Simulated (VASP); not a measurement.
# Ti4C in VASP: further runs

The runs below take Ti4C through relaxation of the atoms, with LDA.

Program: VASP 6.6.1. These are calculated values, not measurements. Logs are shortened: lines on timing, memory, paths and dates and some standing lists are left out, and cuts for length are marked.

### Step 1. The cell of the first run

The cell holds a slab with vacuum, 5 atoms: a = 2.864 Å, b = 2.864 Å, c = 22.241 Å, α = 90.00°, β = 90.00°, γ = 120.00°.

### Step 2. Relaxation of the atoms, LDA

Contents of INCAR:

```
SYSTEM = Ti4C
ALGO     = Normal         ! electronic algorithm
DIPOL    = 0.5 0.5 0.374
EDIFF    = 1E-6           ! SCF threshold, eV
EDIFFG   = -0.025         ! ionic threshold
ENCUT    = 520            ! plane-wave cutoff, eV
GGA      = CA             ! functional
IBRION   = 2              ! ionic algorithm
IDIPOL   = 3            
ISIF     = 2              ! what is computed and relaxed
ISMEAR   = 0              ! smearing method
LASPH    = .True.         ! aspherical terms in the spheres
LCHARG   = .False.        ! write CHGCAR
LDIPOL   = .True.       
LREAL    = .False.        ! projectors in reciprocal space
LWAVE    = .False.        ! write WAVECAR
NELM     = 100            ! most SCF steps
NSW      = 36             ! ionic steps
PREC     = Accurate       ! precision mode
SIGMA    = 0.1            ! smearing width, eV
```

Contents of KPOINTS:

```
k-points
0
Gamma
  9 9 1
  0 0 0
```

Contents of POSCAR:

```
Ti4C
1.0
    2.8639615639      0.0000000000      0.0000000000
   -1.4319807819      2.4802634698      0.0000000000
    0.0000000000      0.0000000000     22.2412339090
Ti C
4 1
Selective dynamics
Direct
    0.6666666667      0.3333333333      0.1798461370  F F F
    0.3333333333      0.6666666667      0.2817907594  F F F
    0.6666666667      0.3333333333      0.3878708239  F F F
    0.3333333333      0.6666666667      0.4829423562  F F F
    1.0000000000      1.0000000000      0.5368961973  F F T
```

Potentials or basis: VASP PAW LDA potentials, release 64 (Ti_sv, C).

Run with:

```console
> cat potpaw_LDA.64/Ti_sv/POTCAR potpaw_LDA.64/C/POTCAR > POTCAR
> mpirun -np 1 vasp_std > vasp.out
```

OUTCAR:

```text
SYSTEM = Ti4C
   EDIFF = 1E-6
   EDIFFG = -0.025
   ENCUT = 520
   GGA = CA
   IBRION = 2
   ISIF = 2
   ISMEAR = 0
   LASPH = .True.
   LREAL = .False.
   NELM = 100
   NSW = 36
   PREC = Accurate

 ion  position               nearest neighbor table
   1  0.667  0.333  0.180-   2 2.81   2 2.81   2 2.81
   2  0.333  0.667  0.282-   1 2.81   1 2.81   1 2.81   3 2.88   3 2.88   3 2.88
   3  0.667  0.333  0.388-   4 2.68   4 2.68   4 2.68   2 2.88   2 2.88   2 2.88
   4  0.333  0.667  0.483-   5 2.04   5 2.04   5 2.04   3 2.68   3 2.68   3 2.68
   5  0.000  0.000  0.537-   4 2.04   4 2.04   4 2.04

  LATTYP: Found a hexagonal cell.
 ALAT       =     2.8639615639
 C/A-ratio  =     7.7658981843

  Lattice vectors:

 A1 = (   2.8639615639,   0.0000000000,   0.0000000000)
 A2 = (  -1.4319807819,   2.4802634698,   0.0000000000)
 A3 = (   0.0000000000,   0.0000000000,  22.2412339090)

Analysis of symmetry for initial positions (statically):
=====================================================================
 Subroutine PRICEL returns:
 Original cell was already a primitive cell.

 Routine SETGRP: Setting up the symmetry group for a
 hexagonal supercell.

 Subroutine GETGRP returns: Found  6 space group operations
 (whereof  6 operations were pure point group operations)
 out of a pool of 24 trial point group operations.

The static configuration has the point symmetry C_3v.

Analysis of symmetry for dynamics (positions and initial velocities):
=====================================================================
 Subroutine PRICEL returns:
 Original cell was already a primitive cell.

 Routine SETGRP: Setting up the symmetry group for a
 hexagonal supercell.

 Subroutine GETGRP returns: Found  6 space group operations
 (whereof  6 operations were pure point group operations)
 out of a pool of 24 trial point group operations.

The dynamic configuration has the point symmetry C_3v.

Analysis of constrained symmetry for selective dynamics:
=====================================================================
 Subroutine PRICEL returns:
 Original cell was already a primitive cell.

 Routine SETGRP: Setting up the symmetry group for a
 hexagonal supercell.

 Subroutine GETGRP returns: Found  6 space group operations
 (whereof  6 operations were pure point group operations)
 out of a pool of 24 trial point group operations.

The constrained configuration has the point symmetry C_3v.

 Subroutine INISYM returns: Found  6 space group operations
 (whereof  6 operations are pure point group operations),
 and found     1 'primitive' translations

----------------------------------------------------------------------------------------

                                     Primitive cell

  volume of cell :     157.9879

  direct lattice vectors                    reciprocal lattice vectors
     2.863961564  0.000000000  0.000000000     0.349166697  0.201591487  0.000000000
    -1.431980782  2.480263470  0.000000000     0.000000000  0.403182973  0.000000000
     0.000000000  0.000000000 22.241233909     0.000000000  0.000000000  0.044961534

  length of vectors
     2.863961564  2.863961564 22.241233909     0.403182973  0.403182973  0.044961534

  position of ions in fractional coordinates (direct lattice)
     0.666666667  0.333333333  0.179846137
     0.333333333  0.666666667  0.281790759
     0.666666667  0.333333333  0.387870824
     0.333333333  0.666666667  0.482942356
     0.000000000  0.000000000  0.536896197

  ion indices of the primitive-cell ions
   primitive index   ion index
                 1           1
                 2           2
                 3           3
                 4           4
                 5           5

----------------------------------------------------------------------------------------

 KPOINTS: k-points

Automatic generation of k-mesh.
 Grid dimensions read from file:
 generate k-points for:    9    9    1

 Generating k-lattice:

  Cartesian coordinates                     Fractional coordinates (reciprocal lattice)
     0.038796300  0.022399054  0.000000000     0.111111111  0.000000000  0.000000000
     0.000000000  0.044798108  0.000000000     0.000000000  0.111111111  0.000000000
     0.000000000  0.000000000  0.044961534     0.000000000  0.000000000  1.000000000

  Length of vectors
     0.044798108  0.044798108  0.044961534

  Shift w.r.t. Gamma in fractional coordinates (k-lattice)
     0.000000000  0.000000000  0.000000000

 Subroutine IBZKPT returns following result:
 ===========================================

 Found     12 irreducible k-points:

 Following reciprocal coordinates:
            Coordinates               Weight
  0.000000  0.000000  0.000000      1.000000
  0.111111  0.000000  0.000000      6.000000
  0.222222 -0.000000  0.000000      6.000000
  0.333333  0.000000  0.000000      6.000000
  0.444444 -0.000000  0.000000      6.000000
  0.111111  0.111111  0.000000      6.000000
  0.222222  0.111111  0.000000     12.000000
  0.333333  0.111111  0.000000     12.000000
  0.444444  0.111111  0.000000      6.000000
  0.222222  0.222222  0.000000      6.000000
  0.333333  0.222222  0.000000     12.000000
  0.333333  0.333333  0.000000      2.000000
   k-points           NKPTS =     12   k-points in BZ     NKDIM =     12   number of bands    NBANDS=     31
   number of dos      NEDOS =    301   number of ions     NIONS =      5
   total plane-waves  NPLWV =  96768
   dimension x,y,z NGX =    24 NGY =   24 NGZ =  168
   dimension x,y,z NGXF=    48 NGYF=   48 NGZF=  336
   ions per type =               4   1
   NGX,Y,Z   is equivalent  to a cutoff of  13.93, 13.93, 12.56 a.u.
   NGXF,Y,Z  is equivalent  to a cutoff of  27.86, 27.86, 25.11 a.u.
 SYSTEM =  Ti4C
   PREC   = accura    normal or accurate (medium, high low for compatibility)
   ISTART =      0    job   : 0-new  1-cont  2-samecut
   ICHARG =      2    charge: 1-file 2-atom 10-const
   ISPIN  =      1    spin polarized calculation?
   LNONCOLLINEAR =      F non collinear calculations
   LSORBIT =      F    spin-orbit coupling
   LASPH  =      T    aspherical Exc in radial PAW
   ENCUT  =  520.0 eV  38.22 Ry    6.18 a.u.   5.33  5.33 41.35*2*pi/ulx,y,z
   NELM   =    100;   NELMIN=  2; NELMDL= -5     # of ELM steps
   EDIFF  = 0.1E-05   stopping-criterion for ELM
   LREAL  =      F    real-space projection
   EDIFFG = -.3E-01   stopping-criterion for IOM
   NSW    =     36    number of steps for IOM
   IBRION =      2    ionic relax: 0-MD 1-quasi-New 2-CG
   NFREE  =      1    steps in history (QN), initial steepest desc. (CG)
   ISIF   =      2    stress and relaxation
   ISYM   =      2    0-nonsym 1-usesym 2-fastsym
   POTIM  = 0.5000    time-step for ionic-motion
   TEBEG  =    0.0;   TEEND  =   0.0 temperature during run
   PSTRESS=    0.0 pullay stress
   NELECT =      52.0000    total number of electrons
   NUPDOWN=      -1.0000    fix difference up-down
   EMIN   =  10.00;   EMAX   =-10.00  energy-range for DOS
   EFERMI =   0.00;   METHOD = LEGACY
   ISMEAR =     0;   SIGMA  =   0.10  broadening in eV -4-tet -1-fermi 0-gaus
   EFERMI_NEDOS =   21; number of points for ismear=-14 and -15
   IALGO  =     38    algorithm
   IMIX   =      4    mixing-type and parameters
     AMIX     =   0.40;   BMIX     =  1.00
     AMIX_MAG =   1.60;   BMIX_MAG =  1.00
  volume/ion in A,a.u.               =      31.60       213.23
  Fermi-wavevector in a.u.,A,eV,Ry     =   1.130320  2.135995 17.383113  1.277623
  Thomas-Fermi vector in A             =   2.267016
   LORBIT       =      0    0 simple, 1 ext, 2 COOP (PROOUT), +10 PAW based schemes
   GGA     = CA    functional components
   LHFCALC =     F    Hartree Fock is set to
   AEXX    =    0.0000 exact exchange contribution
   IVDW    =     0    specifies the selected vdW correction
   LEPSILON=     F    determine dielectric tensor
   LRPA    =     F    only Hartree local field effects (RPA)
 conjugate gradient relaxation of ions
 non-spin polarized calculation
 Gauss-broadening in eV      SIGMA  =   0.10
  energy-cutoff  :      520.00
  volume of cell :      157.99
 maximum number of plane-waves:      4289
 NGX is ok and might be reduce to    24
   NGX = 11   NGY = 11   NGZ = 83

 dipolmoment           0.000000      0.000000     -0.034775 electrons x Angstroem

--------------------------------------- Ionic step        1  -------------------------------------------

 number of electron      52.0000013 magnetization

 Free energy of the ion-electron system (eV)
  ---------------------------------------------------
  ext. energy  EPLUGINS =         0.00000000
  ---------------------------------------------------
  free energy    TOTEN  =       -40.07460473 eV

  energy without entropy =      -40.03060434  energy(sigma->0) =      -40.05260453

------------------------ aborting loop because EDIFF is reached ----------------------------------------

  FORCE on cell =-STRESS in cart. coord.  units (eV):
  Direction    XX          YY          ZZ          XY          YZ          ZX
  --------------------------------------------------------------------------------------
  -------------------------------------------------------------------------------------
  Total        0.8314154      0.8314154     -2.3291958      0.0000000      0.0000000     -0.0000000
  in kB        8.4314990      8.4314990    -23.6206966      0.0000000      0.0000000     -0.0000000
  external PRESSURE =      -2.2525662 kB  Pullay stress =       0.0000000 kB
[... 141 lines left out ...]
  energy  without entropy=      -40.3276131062  energy(sigma->0) =      -40.34826048

--------------------------------------- Ionic step        5  -------------------------------------------

 number of electron      52.0000013 magnetization

 dipolmoment           0.000000      0.000000      0.093480 electrons x Angstroem

 Free energy of the ion-electron system (eV)
  ---------------------------------------------------
  ext. energy  EPLUGINS =         0.00000000
  ---------------------------------------------------
  free energy    TOTEN  =       -40.36923902 eV

  energy without entropy =      -40.32769031  energy(sigma->0) =      -40.34846467

 E-fermi :   0.5110     XC(G=0):  -6.2128

 val. band max:        0.4841758980   @ k =   0.1111   0.1111   0.0000
 cond. band min:       0.5619561672   @ k =   0.3333   0.1111   0.0000
 fundamental gap:      0.0777802692
 Fermi energy:         0.5110077495

 k-point     1 :       0.0000    0.0000    0.0000
  band No.  band energies     occupation
      1     -55.6543      2.00000
      2     -55.4004      2.00000
      3     -55.2875      2.00000
      4     -53.9017      2.00000
      5     -32.4985      2.00000
      6     -32.1759      2.00000
[... 397 lines left out ...]
     30       1.1406      0.00000
     31       1.3576      0.00000

------------------------ aborting loop because EDIFF is reached ----------------------------------------

 vacuum level on the upper side and lower side of the slab       (xc-potential included)         1.154        -1.171

  FORCE on cell =-STRESS in cart. coord.  units (eV):
  Direction    XX          YY          ZZ          XY          YZ          ZX
  --------------------------------------------------------------------------------------
  -------------------------------------------------------------------------------------
  Total        4.6063054      4.6063054      0.1777748      0.0000000     -0.0000000      0.0000000
  in kB       46.7131799     46.7131799      1.8028392      0.0000000     -0.0000000      0.0000000
  external PRESSURE =      31.7430663 kB  Pullay stress =       0.0000000 kB

 VOLUME and BASIS-vectors are now :
 -----------------------------------------------------------------------------
  energy-cutoff  :      520.00
  volume of cell :      157.99
      direct lattice vectors                 reciprocal lattice vectors
     2.863961564  0.000000000  0.000000000     0.349166697  0.201591487  0.000000000
    -1.431980782  2.480263470  0.000000000     0.000000000  0.403182973  0.000000000
     0.000000000  0.000000000 22.241233909     0.000000000  0.000000000  0.044961534
[... 11 lines left out ...]
  FREE ENERGIE OF THE ION-ELECTRON SYSTEM (eV)
  ---------------------------------------------------
  free  energy   TOTEN  =       -40.3692390238 eV

  energy  without entropy=      -40.3276903071  energy(sigma->0) =      -40.34846467

 reached required accuracy - stopping structural energy minimisation

 vacuum level on the upper side and lower side of the slab         7.547         5.167
```

Run time: 8.1 min. Hardware: 1 thread of Intel Xeon Platinum 8175M at 2.50GHz (Skylake/Cascade Lake), shared host; peak memory 0.26 GiB.

What came out:

| Quantity | Value |
| --- | --- |
| Free energy | -40.3692 eV |
| Energy gained by relaxing | 58.9 meV/atom |
| Ionic steps | 5 |
| Band gap on the k mesh | zero (bands 26 and 27 overlap by 0.59 eV) |

The path:
```tsv
step	energy change (eV)	largest force on free atoms (eV/Å)	pressure (GPa)
1	0.0000	1.9578	-0.23
2	-0.1639	1.5008	0.90
3	-0.2545	0.9368	4.58
4	-0.2943	0.0868	3.05
5	-0.2946	0.0019	3.17
```

Final structure:
```
CELL_PARAMETERS angstrom
2.86396 0.00000 0.00000
-1.43198 2.48026 0.00000
0.00000 0.00000 22.24123
ATOMIC_POSITIONS crystal
Ti 0.66667 0.33333 0.17985
Ti 0.33333 0.66667 0.28179
Ti 0.66667 0.33333 0.38787
Ti 0.33333 0.66667 0.48294
C 0.00000 0.00000 0.52566
```

### Step 3. Relaxation of the atoms, LDA

Contents of INCAR:

```
SYSTEM = Ti4C
PREC = Accurate ; ENCUT = 520
EDIFF = 1E-7 ; ISMEAR = 0
SIGMA = 0.1 ; LREAL = .False.
LASPH = .True. ; NELM = 120
ALGO = Normal ; ISIF = 2
LWAVE = .False. ; LCHARG = .False.
LDIPOL = .True. ; IDIPOL = 3
DIPOL = 0.5 0.5 0.374 ; GGA = CA
IBRION = 2 ; NSW = 36
EDIFFG = -0.025 ; GGA_COMPAT = .False.
NELMIN = 4 ; NELMDL = -8
```

Contents of KPOINTS:

```
Automatic mesh
0
Gamma
  9 9 1
  0 0 0
```

Edit POSCAR of step 2 so:

```diff
@@ -13,2 +13,2 @@
     0.3333333333      0.6666666667      0.4829423562  F F F
-    1.0000000000      1.0000000000      0.5368961973  F F T
+    0.6666666667      1.3333333333      0.5368961973  F F T
```

Potentials or basis: VASP PAW LDA potentials, release 64 (Ti_sv, C).

Run with:

```console
> cat potpaw_LDA.64/Ti_sv/POTCAR potpaw_LDA.64/C/POTCAR > POTCAR
> mpirun -np 1 vasp_std > vasp.out
```

OUTCAR:

```text
SYSTEM = Ti4C
   PREC = Accurate
   ENCUT = 520
   EDIFF = 1E-7
   ISMEAR = 0
   LREAL = .False.
   LASPH = .True.
   NELM = 120
   ISIF = 2
   GGA = CA
   IBRION = 2
   NSW = 36
   EDIFFG = -0.025
   NELMIN = 4
   NELMDL = -8

 ion  position               nearest neighbor table
   1  0.667  0.333  0.180-   2 2.81   2 2.81   2 2.81
   2  0.333  0.667  0.282-   1 2.81   1 2.81   1 2.81   3 2.88   3 2.88   3 2.88
   3  0.667  0.333  0.388-   4 2.68   4 2.68   4 2.68   2 2.88   2 2.88   2 2.88
   4  0.333  0.667  0.483-   5 2.04   5 2.04   5 2.04   3 2.68   3 2.68   3 2.68
   5  0.667  0.333  0.537-   4 2.04   4 2.04   4 2.04

  LATTYP: Found a hexagonal cell.
 ALAT       =     2.8639615639
 C/A-ratio  =     7.7658981843

  Lattice vectors:

 A1 = (   2.8639615639,   0.0000000000,   0.0000000000)
 A2 = (  -1.4319807819,   2.4802634698,   0.0000000000)
 A3 = (   0.0000000000,   0.0000000000,  22.2412339090)

Analysis of symmetry for initial positions (statically):
=====================================================================
 Subroutine PRICEL returns:
 Original cell was already a primitive cell.

 Routine SETGRP: Setting up the symmetry group for a
[... 325 lines left out ...]
  FREE ENERGIE OF THE ION-ELECTRON SYSTEM (eV)
  ---------------------------------------------------
  free  energy   TOTEN  =       -40.2852029353 eV

  energy  without entropy=      -40.2447902584  energy(sigma->0) =      -40.26499660

 dipolmoment           0.000000      0.000000     -0.015547 electrons x Angstroem

--------------------------------------- Ionic step        5  -------------------------------------------

 number of electron      52.0000013 magnetization

 dipolmoment           0.000000      0.000000      0.080601 electrons x Angstroem

 Free energy of the ion-electron system (eV)
  ---------------------------------------------------
  ext. energy  EPLUGINS =         0.00000000
  ---------------------------------------------------
  free energy    TOTEN  =       -40.37663790 eV

  energy without entropy =      -40.33259440  energy(sigma->0) =      -40.35461615

 E-fermi :   0.6514     XC(G=0):  -6.1883

 val. band max:        0.6464739549   @ k =   0.3333   0.2222   0.0000
 cond. band min:       0.7131378305   @ k =   0.1111   0.0000   0.0000
 fundamental gap:      0.0666638757
 Fermi energy:         0.6513920224

 k-point     1 :       0.0000    0.0000    0.0000
  band No.  band energies     occupation
      1     -55.4817      2.00000
      2     -55.3197      2.00000
      3     -55.1896      2.00000
      4     -54.1891      2.00000
      5     -32.3467      2.00000
      6     -32.1605      2.00000
[... 397 lines left out ...]
     30       1.0731      0.00000
     31       2.2466      0.00000

------------------------ aborting loop because EDIFF is reached ----------------------------------------

 vacuum level on the upper side and lower side of the slab       (xc-potential included)         0.993        -1.040

  FORCE on cell =-STRESS in cart. coord.  units (eV):
  Direction    XX          YY          ZZ          XY          YZ          ZX
  --------------------------------------------------------------------------------------
  -------------------------------------------------------------------------------------
  Total        5.7219405      5.7219405      0.4655321      0.0000000      0.0000000     -0.0000000
  in kB       58.0269897     58.0269897      4.7210252      0.0000000      0.0000000     -0.0000000
  external PRESSURE =      40.2583349 kB  Pullay stress =       0.0000000 kB
[... 20 lines left out ...]
  FREE ENERGIE OF THE ION-ELECTRON SYSTEM (eV)
  ---------------------------------------------------
  free  energy   TOTEN  =       -40.3766379016 eV

  energy  without entropy=      -40.3325943990  energy(sigma->0) =      -40.35461615

 reached required accuracy - stopping structural energy minimisation

 vacuum level on the upper side and lower side of the slab         7.368         5.313
```

OSZICAR:

```text
N       E                     dE             d eps       ncg     rms          rms(c)
DAV:   1     0.660383785858E+03    0.66038E+03   -0.28623E+04   816   0.177E+03
DAV:   2     0.466021384212E+02   -0.61378E+03   -0.60540E+03   786   0.549E+02
DAV:   3    -0.343260793945E+02   -0.80928E+02   -0.79458E+02  1248   0.170E+02
DAV:   4    -0.476550721746E+02   -0.13329E+02   -0.13243E+02  1120   0.604E+01
[... 129 lines left out ...]
DAV:  15    -0.403766306471E+02   -0.21439E-04   -0.11775E-05   721   0.130E-02    0.729E-03
DAV:  16    -0.403766359726E+02   -0.53255E-05   -0.20950E-06   771   0.590E-03    0.600E-03
DAV:  17    -0.403766373174E+02   -0.13448E-05   -0.79904E-07   712   0.478E-03    0.399E-03
DAV:  18    -0.403766378379E+02   -0.52055E-06   -0.90476E-07   673   0.325E-03    0.175E-03
DAV:  19    -0.403766379016E+02   -0.63651E-07   -0.23366E-07   656   0.186E-03
   5 F= -.40376638E+02 E0= -.40354616E+02  d E =-.347055E+00
```

Run time: 20 min. Hardware: 1 thread of AMD EPYC, shared host; peak memory 0.23 GiB.

Results:

```
Free energy               : -40.3766 eV
Energy gained by relaxing : 69.4 meV/atom
Ionic steps               : 5
Band gap on the k mesh    : zero (bands 26 and 27 overlap by 0.58 eV)
```

The path:
```tsv
step	energy change (eV)	largest force on free atoms (eV/Å)	pressure (GPa)
1	0.0000	2.1941	0.10
2	-0.2067	1.5621	1.37
3	-0.3242	0.6294	2.91
4	-0.2556	1.2723	6.48
5	-0.3471	0.0075	4.03
```

Final structure:
```yaml
crystal:
  lattice:
    - [2.86396, 0.00000, 0.00000]
    - [-1.43198, 2.48026, 0.00000]
    - [0.00000, 0.00000, 22.24123]
  atoms:
    - { symbol: Ti, position: [0.66667, 0.33333, 0.17985] }
    - { symbol: Ti, position: [0.33333, 0.66667, 0.28179] }
    - { symbol: Ti, position: [0.66667, 0.33333, 0.38787] }
    - { symbol: Ti, position: [0.33333, 0.66667, 0.48294] }
    - { symbol: C, position: [0.66667, 0.33333, 0.52410] }
```

The gap in the log of VASP goes by the Fermi energy; the results here count the filled bands.